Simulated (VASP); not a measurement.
A run of VASP 6.6.1 is set up as follows.

Contents of INCAR:

```
SYSTEM = Hf
PREC = Accurate
ENCUT = 520
EDIFF = 1E-7
ISMEAR = -1
SIGMA = 0.1
LREAL = .FALSE.
LASPH = .TRUE.
NELM = 80
ALGO = Normal
ISIF = 2
LWAVE = .FALSE.
LCHARG = .TRUE.
GGA = PS
LELF = .TRUE.
LVHAR = .TRUE.
NBANDS = 28
```

KPOINTS

```
Automatic mesh
0
G
  13 13 4
  0 0 0
```

Contents of POSCAR:

```
Hf
1.0
    3.2757332971      0.0000000000      0.0000000000
   -1.6378666485      2.8368682513      0.0000000000
    0.0000000000      0.0000000000     10.4765204741
Hf
4
Direct
    0.0000000000      0.0000000000      0.0000000000
    1.0000000000      0.0000000000      0.5000000000
    0.3333333333      0.6666666667      0.2500000000
    0.6666666667      0.3333333333      0.7500000000
```

Potentials or basis: VASP PAW PBE potentials, release 64 (Hf_pv).

The run is started by

```bash
$ cat potpaw_PBE.64/Hf_pv/POTCAR > POTCAR
$ mpirun -np 1 vasp_std > vasp.out
```

Predict the pressure.

-10.8 GPa.

Predict the band gap on the k mesh.

zero (band 20 reaches 5.17 eV, above the bottom of band 21 at 3.62 eV).

Stress tensor (GPa, compression positive):
```
-10.74   0.00   0.00
  0.00 -10.74   0.00
  0.00   0.00 -10.83
```

Caveat: the PAW data sets were made with another functional, which shifts forces and pressure a little; spin-orbit coupling is left out, which moves the levels of the heavy elements.
